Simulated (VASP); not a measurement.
# Ga2O3 (R-3c) in VASP: single point with r2SCAN

Aim: the single point of Ga2O3 with r2SCAN.

All numbers are computed with VASP 6.6.1; they aren't measurements. Logs are shortened: lines on timing, memory, paths and dates and some standing lists are left out, and cuts for length are marked.

### 1 The cell of the first run

Symmetry: R-3c, No. 167, trigonal system. Conventional cell: a = 4.984 Å, b = 4.984 Å, c = 13.440 Å, α = 90.00°, β = 90.00°, γ = 120.00°. Within 2.6 Å of Ga (site symmetry 3) lie 6 O at 1.93 to 2.07 Å. O (site symmetry 2) has 4 Ga at 1.93 to 2.07 Å and 12 O at 2.62 to 3.01 Å within 3.1 Å.

### 2 Single point, r2SCAN

POSCAR

```
Ga2O3
1.0
    2.4922392093      1.4388949784      4.4798638963
   -2.4922392093      1.4388949784      4.4798638963
    0.0000000000     -2.8777899568      4.4798638963
Ga O
4 6
Direct
    0.8554285910      0.8554285910      0.8554285910
    0.6445714090      0.6445714090      0.6445714090
    0.1445714090      0.1445714090      0.1445714090
    0.3554285910      0.3554285910      0.3554285910
    0.0536213041      0.4463786959      0.7500000000
    0.7500000000      0.0536213041      0.4463786959
    0.4463786959      0.7500000000      0.0536213041
    0.9463786959      0.5536213041      0.2500000000
    0.2500000000      0.9463786959      0.5536213041
    0.5536213041      0.2500000000      0.9463786959
```

INCAR.step1

```
  PREC = Accurate
  ENCUT = 520
  ISMEAR = 0
  SIGMA = 0.02
  LREAL = False
  LASPH = True
  NELM = 100
  NBANDS = 55
  GGA = PE
  ALGO = Normal
  EDIFF = 1E-4
  LWAVE = True
  LCHARG = False
```

INCAR.step2

```
  PREC = Accurate
  ENCUT = 520
  EDIFF = 1E-6
  ISMEAR = 0
  SIGMA = 0.02
  LREAL = False
  LASPH = True
  NELM = 100
  ALGO = Normal
  ISIF = 2
  LWAVE = False
  LCHARG = True
  METAGGA = R2SCAN
  LMIXTAU = True
  LELF = True
  LVHAR = True
  NBANDS = 55
  ISTART = 1
```

KPOINTS

```
Automatic mesh
0
Gamma
  9 9 9
```

Potentials or basis: VASP PAW PBE potentials, release 64 (Ga_d, O).

On the command line:

```console
cat potpaw_PBE.64/Ga_d/POTCAR potpaw_PBE.64/O/POTCAR > POTCAR
cp INCAR.step1 INCAR
mpirun -np 1 vasp_std > vasp.out
cp INCAR.step2 INCAR
mpirun -np 1 vasp_std > vasp.out
```

OUTCAR:

```text
PREC = Accurate
   ENCUT = 520
   EDIFF = 1E-6
   ISMEAR = 0
   LREAL = False
   LASPH = True
   NELM = 100
   ISIF = 2
   METAGGA = R2SCAN
   ISTART = 1

 ion  position               nearest neighbor table
   1  0.855  0.855  0.855-  10 1.93   8 1.93   9 1.93   5 2.07   7 2.07   6 2.07   2 2.83
   2  0.645  0.645  0.645-   9 1.93   8 1.93  10 1.93   5 2.07   7 2.07   6 2.07   1 2.83
   3  0.145  0.145  0.145-   7 1.93   5 1.93   6 1.93   8 2.07   9 2.07  10 2.07   4 2.83
   4  0.355  0.355  0.355-   6 1.93   5 1.93   7 1.93   8 2.07   9 2.07  10 2.07   3 2.83
   5  0.054  0.446  0.750-   3 1.93   4 1.93   1 2.07   2 2.07
   6  0.750  0.054  0.446-   4 1.93   3 1.93   1 2.07   2 2.07
   7  0.446  0.750  0.054-   3 1.93   4 1.93   1 2.07   2 2.07
   8  0.946  0.554  0.250-   1 1.93   2 1.93   3 2.07   4 2.07
   9  0.250  0.946  0.554-   2 1.93   1 1.93   3 2.07   4 2.07
  10  0.554  0.250  0.946-   1 1.93   2 1.93   3 2.07   4 2.07

  LATTYP: Found a trigonal (rhomboedric) cell.
 ALAT       =     5.3245521469
 COS(alpha) =     0.5618293591

  Lattice vectors:

 A1 = (   2.4922392093,   1.4388949784,   4.4798638963)
 A2 = (  -2.4922392093,   1.4388949784,   4.4798638963)
 A3 = (   0.0000000000,  -2.8777899568,   4.4798638963)

Analysis of symmetry for initial positions (statically):
=====================================================================
 Subroutine PRICEL returns:
 Original cell was already a primitive cell.

 Routine SETGRP: Setting up the symmetry group for a
 trigonal (rhombohedral) supercell.

 Subroutine GETGRP returns: Found 12 space group operations
 (whereof  6 operations were pure point group operations)
 out of a pool of 12 trial point group operations.

The static configuration has the point symmetry S_6 .
 The point group associated with its full space group is D_3d.

Analysis of symmetry for dynamics (positions and initial velocities):
=====================================================================
 Subroutine PRICEL returns:
 Original cell was already a primitive cell.

 Routine SETGRP: Setting up the symmetry group for a
 trigonal (rhombohedral) supercell.

 Subroutine GETGRP returns: Found 12 space group operations
 (whereof  6 operations were pure point group operations)
 out of a pool of 12 trial point group operations.

The dynamic configuration has the point symmetry S_6 .
 The point group associated with its full space group is D_3d.

 Subroutine INISYM returns: Found 12 space group operations
 (whereof  6 operations are pure point group operations),
 and found     1 'primitive' translations

----------------------------------------------------------------------------------------

                                     Primitive cell

  volume of cell :      96.3906

  direct lattice vectors                    reciprocal lattice vectors
     2.492239209  1.438894978  4.479863896     0.200622797  0.115829626  0.074407022
    -2.492239209  1.438894978  4.479863896    -0.200622797  0.115829626  0.074407022
     0.000000000 -2.877789957  4.479863896     0.000000000 -0.231659251  0.074407022

  length of vectors
     5.324552147  5.324552147  5.324552147     0.243315461  0.243315461  0.243315461

  position of ions in fractional coordinates (direct lattice)
     0.855428591  0.855428591  0.855428591
     0.644571409  0.644571409  0.644571409
     0.144571409  0.144571409  0.144571409
     0.355428591  0.355428591  0.355428591
     0.053621304  0.446378696  0.750000000
     0.750000000  0.053621304  0.446378696
     0.446378696  0.750000000  0.053621304
     0.946378696  0.553621304  0.250000000
     0.250000000  0.946378696  0.553621304
     0.553621304  0.250000000  0.946378696

  ion indices of the primitive-cell ions
   primitive index   ion index
                 1           1
                 2           2
                 3           3
                 4           4
                 5           5
                 6           6
                 7           7
                 8           8
                 9           9
                10          10

----------------------------------------------------------------------------------------

 KPOINTS: Automatic mesh

Automatic generation of k-mesh.
 Grid dimensions read from file:
 generate k-points for:    9    9    9

 Generating k-lattice:

  Cartesian coordinates                     Fractional coordinates (reciprocal lattice)
     0.022291422  0.012869958  0.008267447     0.111111111  0.000000000  0.000000000
    -0.022291422  0.012869958  0.008267447     0.000000000  0.111111111  0.000000000
     0.000000000 -0.025739917  0.008267447     0.000000000  0.000000000  0.111111111

  Length of vectors
     0.027035051  0.027035051  0.027035051

  Shift w.r.t. Gamma in fractional coordinates (k-lattice)
     0.000000000  0.000000000  0.000000000

 Subroutine IBZKPT returns following result:
 ===========================================

 Found     85 irreducible k-points:

 Following reciprocal coordinates:
            Coordinates               Weight
  0.000000  0.000000  0.000000      1.000000
  0.111111  0.000000  0.000000      6.000000
  0.222222 -0.000000  0.000000      6.000000
  0.333333  0.000000  0.000000      6.000000
  0.444444 -0.000000  0.000000      6.000000
  0.111111  0.111111  0.000000      6.000000
[... 16 lines left out ...]
 -0.333333  0.333333  0.000000      6.000000
  0.444444  0.444444  0.000000      6.000000
 [... further k-points ...]
   k-points           NKPTS =     85   k-points in BZ     NKDIM =     85   number of bands    NBANDS=     55
   number of dos      NEDOS =    301   number of ions     NIONS =     10
   total plane-waves  NPLWV =  64000
   dimension x,y,z NGX =    40 NGY =   40 NGZ =   40
   dimension x,y,z NGXF=    80 NGYF=   80 NGZF=   80
   ions per type =               4   6
   NGX,Y,Z   is equivalent  to a cutoff of  12.49, 12.49, 12.49 a.u.
   NGXF,Y,Z  is equivalent  to a cutoff of  24.98, 24.98, 24.98 a.u.
 SYSTEM =  unknown system
   PREC   = accura    normal or accurate (medium, high low for compatibility)
   ISTART =      1    job   : 0-new  1-cont  2-samecut
   ICHARG =      0    charge: 1-file 2-atom 10-const
   ISPIN  =      1    spin polarized calculation?
   LNONCOLLINEAR =      F non collinear calculations
   LSORBIT =      F    spin-orbit coupling
   LASPH  =      T    aspherical Exc in radial PAW
   ENCUT  =  520.0 eV  38.22 Ry    6.18 a.u.   9.90  9.90  9.90*2*pi/ulx,y,z
   NELM   =    100;   NELMIN=  2; NELMDL=  0     # of ELM steps
   EDIFF  = 0.1E-05   stopping-criterion for ELM
   LREAL  =      F    real-space projection
   EDIFFG = 0.1E-04   stopping-criterion for IOM
   NSW    =      0    number of steps for IOM
   IBRION =     -1    ionic relax: 0-MD 1-quasi-New 2-CG
   NFREE  =      0    steps in history (QN), initial steepest desc. (CG)
   ISIF   =      2    stress and relaxation
   ISYM   =      2    0-nonsym 1-usesym 2-fastsym
   POTIM  = 0.5000    time-step for ionic-motion
   TEBEG  =    0.0;   TEEND  =   0.0 temperature during run
   PSTRESS=    0.0 pullay stress
   NELECT =      88.0000    total number of electrons
   NUPDOWN=      -1.0000    fix difference up-down
   EMIN   =  10.00;   EMAX   =-10.00  energy-range for DOS
   EFERMI =   0.00;   METHOD = LEGACY
   ISMEAR =     0;   SIGMA  =   0.02  broadening in eV -4-tet -1-fermi 0-gaus
   EFERMI_NEDOS =   21; number of points for ismear=-14 and -15
   IALGO  =     38    algorithm
   IMIX   =      4    mixing-type and parameters
     AMIX     =   0.40;   BMIX     =  1.00
     AMIX_MAG =   1.60;   BMIX_MAG =  1.00
  volume/ion in A,a.u.               =       9.64        65.05
  Fermi-wavevector in a.u.,A,eV,Ry     =   1.588147  3.001163 34.316772  2.522212
  Thomas-Fermi vector in A             =   2.687196
   LORBIT       =      0    0 simple, 1 ext, 2 COOP (PROOUT), +10 PAW based schemes
   METAGGA = R2SCAN    functional components
   LHFCALC =     F    Hartree Fock is set to
   AEXX    =    0.0000 exact exchange contribution
   IVDW    =     0    specifies the selected vdW correction
   LEPSILON=     F    determine dielectric tensor
   LRPA    =     F    only Hartree local field effects (RPA)
 non-spin polarized calculation
 Gauss-broadening in eV      SIGMA  =   0.02
  energy-cutoff  :      520.00
  volume of cell :       96.39
 maximum number of plane-waves:      2611
   NGX = 19   NGY = 19   NGZ = 19

 number of electron      87.9999977 magnetization

 Free energy of the ion-electron system (eV)
  ---------------------------------------------------
  ext. energy  EPLUGINS =         0.00000000
  ---------------------------------------------------
  free energy    TOTEN  =      -102.32842125 eV

  energy without entropy =     -102.32842125  energy(sigma->0) =     -102.32842125

 E-fermi :   4.2678     XC(G=0): -13.1616

 val. band max:        4.1138201599   @ k =  -0.2222   0.1111  -0.0000
 cond. band min:       7.6755291810   @ k =   0.0000   0.0000   0.0000
 fundamental gap:      3.5617090211
 Fermi energy:         4.2678198031

 k-point     1 :       0.0000    0.0000    0.0000
  band No.  band energies     occupation
      1     -15.7968      2.00000
      2     -13.8141      2.00000
      3     -13.8061      2.00000
      4     -13.8061      2.00000
      5     -13.7790      2.00000
      6     -13.7790      2.00000
[... 47 lines left out ...]
     54      16.2457      0.00000
     55      17.5057      0.00000

 k-point     2 :       0.1111    0.0000    0.0000
  band No.  band energies     occupation
      1     -15.7411      2.00000
      2     -13.8842      2.00000
      3     -13.8144      2.00000
      4     -13.8139      2.00000
      5     -13.7790      2.00000
      6     -13.7717      2.00000
[... 47 lines left out ...]
     54      16.7004      0.00000
     55      17.4106      0.00000
[... 1216 lines left out ...]
     54      17.2886      0.00000
     55      17.4298      0.00000

 k-point    24 :       0.4444    0.4444    0.0000
  band No.  band energies     occupation
      1     -14.9508      2.00000
      2     -14.1943      2.00000
      3     -14.1923      2.00000
      4     -14.0108      2.00000
      5     -13.8922      2.00000
      6     -13.7788      2.00000
[... 47 lines left out ...]
     54      16.8673      0.00000
     55      17.2675      0.00000

 [... further k-points ...]

------------------------ aborting loop because EDIFF is reached ----------------------------------------

  FORCE on cell =-STRESS in cart. coord.  units (eV):
  Direction    XX          YY          ZZ          XY          YZ          ZX
  --------------------------------------------------------------------------------------
  -------------------------------------------------------------------------------------
  Total        1.3058351      1.3058351      0.9236010      0.0000000     -0.0000000      0.0000000
  in kB       21.7052120     21.7052120     15.3518273      0.0000000     -0.0000000      0.0000000
  external PRESSURE =      19.5874171 kB  Pullay stress =       0.0000000 kB

 VOLUME and BASIS-vectors are now :
 -----------------------------------------------------------------------------
  energy-cutoff  :      520.00
  volume of cell :       96.39
      direct lattice vectors                 reciprocal lattice vectors
     2.492239209  1.438894978  4.479863896     0.200622797  0.115829626  0.074407022
    -2.492239209  1.438894978  4.479863896    -0.200622797  0.115829626  0.074407022
     0.000000000 -2.877789957  4.479863896     0.000000000 -0.231659251  0.074407022

 POSITION                                       TOTAL-FORCE (eV/Angst)
 -----------------------------------------------------------------------------------
      0.00000      0.00000     11.49661        -0.000000     -0.000000     -0.033119
      0.00000      0.00000      8.66278        -0.000000     -0.000000      0.033119
      0.00000      0.00000      1.94298        -0.000000     -0.000000      0.033119
      0.00000      0.00000      4.77682        -0.000000     -0.000000     -0.033119
     -0.97885     -1.43889      5.59983        -0.040146     -0.000000      0.000000
      1.73554     -0.12826      5.59983         0.020073     -0.034768      0.000000
     -0.75670      1.56715      5.59983         0.020073      0.034768      0.000000
      0.97885      1.43889      7.83976         0.040146     -0.000000      0.000000
     -1.73554      0.12826      7.83976        -0.020073      0.034768      0.000000
      0.75670     -1.56715      7.83976        -0.020073     -0.034768      0.000000
 -----------------------------------------------------------------------------------
    total drift:                               -0.000000     -0.000000      0.000000

  FREE ENERGIE OF THE ION-ELECTRON SYSTEM (eV)
  ---------------------------------------------------
  free  energy   TOTEN  =      -102.3284212499 eV

  energy  without entropy=     -102.3284212499  energy(sigma->0) =     -102.32842125
```

It took 45 min on 1 thread of Oxide Virtual Turin-like, shared host; peak memory 0.44 GiB.

What came out:

```yaml
Free_energy: -102.3284 eV
Pressure: 2.0 GPa
Largest_force: 0.040 eV/Å
Band_gap_on_the_k_mesh: 3.56 eV (least direct gap 3.81 eV)
```

Forces in eV/Å, atoms in the order of the input:
```
Ga   0.000  0.000 -0.033
Ga   0.000  0.000  0.033
Ga   0.000  0.000  0.033
Ga   0.000  0.000 -0.033
O   -0.040  0.000  0.000
O    0.020 -0.035  0.000
O    0.020  0.035  0.000
O    0.040  0.000  0.000
O   -0.020  0.035  0.000
O   -0.020 -0.035  0.000
```

Caveat: the PAW data sets were made with another functional, which shifts forces and pressure a little; an odd mesh through Γ misses points on the zone boundary, where band edges can lie.
